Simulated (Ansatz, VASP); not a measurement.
HfN in VASP and in Ansatz

The input INCAR:

```
SYSTEM = HfN
  ALGO = Normal
  EDIFF = 1E-6
  ENCUT = 520
  GGA = PS
  ISIF = 2
  ISMEAR = 0
  LASPH = .TRUE.
  LCHARG = .TRUE.
  LELF = .TRUE.
  LREAL = .FALSE.
  LVHAR = .TRUE.
  LWAVE = .FALSE.
  NBANDS = 14
  NELM = 60
  PREC = Accurate
  SIGMA = 0.15
```

File KPOINTS:

```
k-points
0
G
  16 16 16
  0 0 0
```

The input POSCAR:

```
HfN
1.0
    0.0000000000      2.3934514500      2.3320809000
    2.3934514500      0.0000000000      2.3320809000
    2.3934514500      2.3934514500      0.0000000000
Hf N
1 1
Direct
    0.0000000000      0.0000000000      0.0000000000
    0.7500000000      0.7500000000      0.7500000000
```

Input for Ansatz:

```yaml
crystal:
  lattice:
    - [0.0, 2.39345145, 2.3320809]
    - [2.39345145, 0.0, 2.3320809]
    - [2.39345145, 2.39345145, 0.0]
  atoms:
    - { symbol: Hf, position: [0.0, 0.0, 0.0] }
    - { symbol: "N", position: [0.75, 0.75, 0.75] }
basis:
  ecutwfc: 420
kpoints:
  mp_grid: { grid: [16, 16, 16] }
hamiltonian:
  xc: pbesol
scf:
  occupations: { method: gaussian, width: 0.15 }
output:
  forces: true
  stress: true
  eigenvalues: true
```

Change from the starting cell: strain -0.025 along x and y, -0.050 along z, atoms carried along.

Alike in both runs: task single point; functional PBEsol; k mesh 16 × 16 × 16; occupations gaussian, width 0.15 eV; no spin polarisation.

|  | VASP | Ansatz |
| --- | --- | --- |
| version | VASP 6.6.1 | Ansatz 0.2.0 |
| potentials or method | VASP PAW PBE potentials, release 64 (Hf_pv, N), cutoff 520 eV | scalar-relativistic, plane waves, PAW |
| valence electrons in the cell | 15 | 31 |

Ansatz gave:

| Property | Result |
| --- | --- |
| gap on the k mesh at the Fermi level (eV) | none |
| pressure (GPa) | 17.9 |
| traceless stress, the component that is largest in VASP (GPa) | 2.42 |

Task: Estimate VASP's values.

Result: gap on the k mesh at the Fermi level (eV): none; pressure (GPa): 17.3; traceless stress, the component that is largest in VASP (GPa): 2.40.

VASP's potentials were made for PBE, not for PBEsol. A gap of «none» marks a metal or a gap that the smearing closes. VASP's potentials hold 15 valence electrons a cell and Ansatz's 31, so a difference there can come from the potentials and not from the codes.

Neither program's run includes spin-orbit coupling.
